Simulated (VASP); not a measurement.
Wanted: the native input for a VASP 6.6.1 run.

```
Task                   : single point
Functional             : PBE
Potentials or basis    : VASP PAW PBE potentials, release 64 (Zn)
Cutoff                 : 520 eV
k mesh                 : 24 × 24 × 12
Occupations            : gaussian, width 0.1 eV
Spin                   : no spin polarisation
Dipole correction      : no
Further INCAR settings : ALGO = Fast; EDIFF = 1e-07; NBANDS = 19
```

The structure of Zn lies in POSCAR:

```
Zn
1.0
    2.6449278183      0.0000000000      0.0000000000
   -1.3224639092      2.2905746818      0.0000000000
    0.0000000000      0.0000000000      5.0322568411
Zn
2
Direct
    0.3333333333      0.6666666667      0.2500000000
    0.6666666667      0.3333333333      0.7500000000
```

These files were run (other wordings do the same):

INCAR

```
  PREC = Accurate
  ENCUT = 520
  EDIFF = 1E-7
  ISMEAR = 0
  SIGMA = 0.1
  LREAL = F
  LASPH = T
  NELM = 60
  ALGO = Fast
  ISIF = 2
  LWAVE = F
  LCHARG = F
  GGA = PE
  NBANDS = 19
```

KPOINTS

```
regular mesh
0
Gamma
  24 24 12
```

Potentials or basis: VASP PAW PBE potentials, release 64 (Zn).

The run is started by

```console
$ cat potpaw_PBE.64/Zn/POTCAR > POTCAR
$ mpirun -np 1 vasp_std > vasp.out
```

Results of the run:

```json
{"Pressure": "0.3 GPa", "Band gap on the k mesh": "zero (bands 12 and 13 overlap by 4.84 eV)"}
```

Wall time 5.1 min on 1 thread of Intel Xeon 8259CL, on a shared host, peak memory 0.3 GiB.
